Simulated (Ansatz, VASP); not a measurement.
Al2Cu: VASP beside Ansatz

```
CELL_PARAMETERS angstrom
-1.96654 1.96654 2.78098
1.96654 -1.96654 2.78098
1.96654 1.96654 -2.78098
ATOMIC_POSITIONS crystal
Al 0.75000 0.25000 0.50000
Al 0.25000 0.75000 0.50000
Cu 0.50000 0.50000 0.00000
```

Change from the starting cell: strain -0.030 along x and y, -0.030 along z, atoms carried along.

Alike in both runs: task single point; functional r2SCAN; k mesh 16 × 16 × 16; occupations gaussian, width 0.15 eV; no spin polarisation.

|  | VASP | Ansatz |
| --- | --- | --- |
| version | VASP 6.6.1 | Ansatz 0.2.0 |
| potentials or method | VASP PAW PBE potentials, release 64 (Al, Cu), cutoff 520 eV | scalar-relativistic, plane waves, PAW |
| valence electrons in the cell | 17 | 25 |

|  | VASP | Ansatz | Ansatz less VASP |
| --- | --- | --- | --- |
| gap on the k mesh at the Fermi level (eV) | none | none | - |
| pressure (GPa) | 11.7 | 11.9 | +0.22 |

VASP's potentials were made for PBE, not for r2SCAN. A gap of «none» marks a metal or a gap that the smearing closes. VASP's potentials hold 17 valence electrons a cell and Ansatz's 25, so a difference there can come from the potentials and not from the codes. Ansatz's warnings: near symmetry operations not taken.
